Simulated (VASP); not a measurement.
Set up this calculation in VASP 6.6.1, as the native input.

```
Task                               : single point
Functional                         : HSE06
Potentials or basis                : VASP PAW PBE potentials, release 64 (Cd, S)
Cutoff                             : 520 eV
k mesh                             : 6 × 6 × 6
Occupations                        : fermi-dirac, width 0.02 eV
Spin                               : no spin polarisation
Dipole correction                  : no
Grid for exact exchange (PRECFOCK) : Normal
Further INCAR settings             : ALGO = Normal; EDIFF = 1e-07; NBANDS = 16
Share of exact exchange            : 0.25
Screening parameter                : 0.2079 1/Å
```

Crystal: CdS.

```
Cd S
1.0
     0.00000    2.72678    2.72678
     2.81812    0.00000    2.72678
     2.81812    2.72678    0.00000
Cd S
1 1
Cartesian
  0.0000 0.0000 0.0000
  2.8181 2.7268 2.7268
```

This cell differs from its parent crystal: uniaxial x strain +3.4%.

These files were run (other wordings do the same):

POSCAR

```
CdS
1.0
    0.0000000000      2.7267765431      2.7267765431
    2.8181235573      0.0000000000      2.7267765431
    2.8181235573      2.7267765431      0.0000000000
Cd S
1 1
Direct
    0.0000000000      0.0000000000      0.0000000000
    0.5000000000      0.5000000000      0.5000000000
```

INCAR.step1

```
SYSTEM = CdS
PREC = Accurate
ENCUT = 520
EDIFF = 1E-5
ISMEAR = -1
SIGMA = 0.02
LREAL = .False.
LASPH = .True.
NELM = 80
ALGO = Normal
ISIF = 2
LWAVE = .True.
LCHARG = .False.
NBANDS = 16
GGA = PE
```

INCAR.step2

```
SYSTEM = CdS
PREC = Accurate
ENCUT = 520
EDIFF = 1E-7
ISMEAR = -1
SIGMA = 0.02
LREAL = .False.
LASPH = .True.
NELM = 80
ALGO = Normal
ISIF = 2
LWAVE = .False.
LCHARG = .False.
GGA = PE
LHFCALC = .True.
HFSCREEN = 0.2079
PRECFOCK = Normal
NBANDS = 16
ISTART = 1
```

KPOINTS

```
Automatic mesh
0
Gamma
  6 6 6
  0 0 0
```

Potentials or basis: VASP PAW PBE potentials, release 64 (Cd, S).

The run is started by

```sh
$ cat potpaw_PBE.64/Cd/POTCAR potpaw_PBE.64/S/POTCAR > POTCAR
$ cp INCAR.step1 INCAR
$ mpirun -np 1 vasp_std > vasp.out
$ cp INCAR.step2 INCAR
$ mpirun -np 1 vasp_std > vasp.out
```

Results of the run:

The pressure is -2.0 GPa. The band gap on the k mesh is 1.08 eV (least direct gap 2.41 eV).

Caveat: the cell differs from its parent crystal (uniaxial x strain +3.4%); the structure was generated, so it needn't be the stable form of CdS; the PAW data sets were made with another functional, which shifts forces and pressure a little.

Run time: 2 h on 1 thread of Oxide Virtual Turin-like Processor, on a shared host, peak memory 0.27 GiB.
